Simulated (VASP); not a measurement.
Rh: single point with revPBE

Rh:

```
Rh
1.0
     0.00000    1.92277    1.92277
     1.92277    0.00000    1.92277
     1.92277    1.92277    0.00000
Rh
1
Cartesian
  0.0000 0.0000 0.0000
```

```json
{
  "Program": "VASP 6.6.1",
  "Task": "single point",
  "Functional": "revPBE",
  "Potentials or basis": "VASP PAW PBE potentials, release 64 (Rh_pv)",
  "Cutoff": "520 eV",
  "k mesh": "12 × 12 × 12",
  "Occupations": "fermi-dirac, width 0.05 eV",
  "Spin": "no spin polarisation"
}
```

| Property | Result |
| --- | --- |
| Pressure | 0.2 GPa |
| Band gap on the k mesh | zero (an odd number of electrons rules out a gap without spin polarisation) |

Levels at points of the mesh, in eV from the Fermi level:
```
           k point  band 3  band 4  band 5  band 6  band 7  band 8  band 9  band 10  band 11  band 12
(0.00, 0.00, 0.00)  -46.35   -7.69   -2.93   -2.93   -2.93   -0.96   -0.96    16.02    20.64    21.31
(0.50, 0.00, 0.00)  -46.44   -5.84   -3.00   -3.00    0.51    0.51    0.79     8.32    15.51    20.64
(0.50, 0.50, 0.00)  -46.59   -6.01   -5.65    0.48    0.91    0.91    3.25    11.86    13.16    13.16
```

It took 9.8 s on 1 thread of Intel(R) Xeon(R) Platinum 8488C (Sapphire Rapids) (shared host), peak memory 0.13 GiB.

Caveat: the PAW data sets were made with another functional, which shifts forces and pressure a little.
